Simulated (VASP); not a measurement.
# Zr2N: single point with PBEsol

The system is Zr2N.

```
Zr N
1.0
     5.47745    0.00000    0.00000
     0.00000    5.47745    0.00000
     0.00000    0.00000    3.23335
Zr N
4 2
Cartesian
  1.6227 1.6227 0.0000
  3.8547 3.8547 0.0000
  4.3614 1.1160 1.6167
  1.1160 4.3614 1.6167
  0.0000 0.0000 0.0000
  2.7387 2.7387 1.6167
```

This cell differs from its parent crystal: biaxial strain in the a-b plane: +2.0 %.

```json
{"Program": "VASP 6.6.1", "Task": "single point", "Functional": "PBEsol", "Potentials or basis": "VASP PAW PBE potentials, release 64 (Zr_sv, N)", "Cutoff": "520 eV", "k mesh": "8 × 8 × 12", "Occupations": "gaussian, width 0.1 eV", "Spin": "no spin polarisation"}
```

```yaml
Pressure: -4.5 GPa
Largest_force: 0.122 eV/Å
Band_gap_on_the_k_mesh: zero (bands 29 and 30 overlap by 2.41 eV)
```

Forces on the atoms (eV/Å):
```
Zr   0.086  0.086  0.000
Zr  -0.086 -0.086  0.000
Zr   0.086 -0.086  0.000
Zr  -0.086  0.086  0.000
N    0.000  0.000  0.000
N    0.000  0.000  0.000
```

Stress tensor (GPa, compression positive):
```
-7.16  0.00  0.00
 0.00 -7.16  0.00
 0.00  0.00  0.95
```

Levels at points of the mesh, in eV from the Fermi level:
| k point | band 26 | band 27 | band 28 | band 29 | band 30 | band 31 | band 32 | band 33 |
| --- | --- | --- | --- | --- | --- | --- | --- | --- |
| (0.00, 0.00, 0.00) | -1.97 | 0.24 | 0.42 | 0.96 | 0.96 | 1.04 | 1.10 | 1.59 |
| (0.50, 0.00, 0.00) | -2.02 | -0.98 | -0.98 | 1.38 | 1.38 | 1.56 | 1.56 | 1.75 |
| (0.50, 0.50, 0.00) | -1.50 | -1.14 | -1.14 | 0.95 | 0.95 | 1.25 | 1.25 | 1.79 |
| (0.00, 0.00, 0.50) | -1.14 | -1.06 | -1.06 | -1.04 | -1.04 | 1.82 | 1.82 | 2.99 |
| (0.50, 0.00, 0.50) | -1.76 | -0.82 | -0.82 | -0.69 | -0.69 | 1.47 | 1.47 | 3.26 |
| (0.50, 0.50, 0.50) | -1.41 | -0.95 | -0.95 | -0.18 | -0.18 | 1.11 | 1.11 | 2.58 |

Wall time 2.3 min on 1 thread of Intel(R) Xeon(R) 6975P-C (Granite Rapids), on a shared host, peak memory 0.39 GiB.

Caveat: the cell differs from its parent crystal (biaxial strain in the a-b plane: +2.0 %); the stress differs along the axes, from -7 to 1 GPa; the PAW data sets were made with another functional, which shifts forces and pressure a little.
